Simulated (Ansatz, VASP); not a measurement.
## CsRe2 in VASP and in Ansatz

```
CELL_PARAMETERS angstrom
-2.56420 2.56420 6.14091
2.56420 -2.56420 6.14091
2.56420 2.56420 -6.14091
ATOMIC_POSITIONS crystal
Cs 0.00000 0.00000 0.00000
Cs 0.75000 0.25000 0.50000
Re 0.40817 0.40817 0.00000
Re 0.15817 0.65817 0.50000
Re 0.34183 0.84183 0.50000
Re 0.59183 0.59183 0.00000
```

Alike in both runs: functional PBE; k mesh 10 × 10 × 10; occupations gaussian, width 0.1 eV; no spin polarisation.

Ansatz relaxed the structure, and its values are those at the end. VASP's run is a single point on that final structure, the one shown.

|  | VASP | Ansatz |
| --- | --- | --- |
| version | VASP 6.6.1 | Ansatz 0.2.0 |
| potentials or method | VASP PAW PBE potentials, release 64 (Cs_sv, Re), cutoff 520 eV | scalar-relativistic, plane waves, PAW |
| valence electrons in the cell | 46 | 78 |

Ansatz gave:

| Quantity | Value |
| --- | --- |
| gap on the k mesh at the Fermi level (eV) | none |
| pressure (GPa) | 0.0 |
| rms of the force components (eV/Å) | 0.002 |

Task: Estimate VASP's values.

Result: gap on the k mesh at the Fermi level (eV): none; pressure (GPa): -0.6; rms of the force components (eV/Å): 0.257.

A gap of «none» marks a metal or a gap that the smearing closes. VASP's potentials hold 46 valence electrons a cell and Ansatz's 78, so a difference there can come from the potentials and not from the codes.

Neither program's run includes spin-orbit coupling.
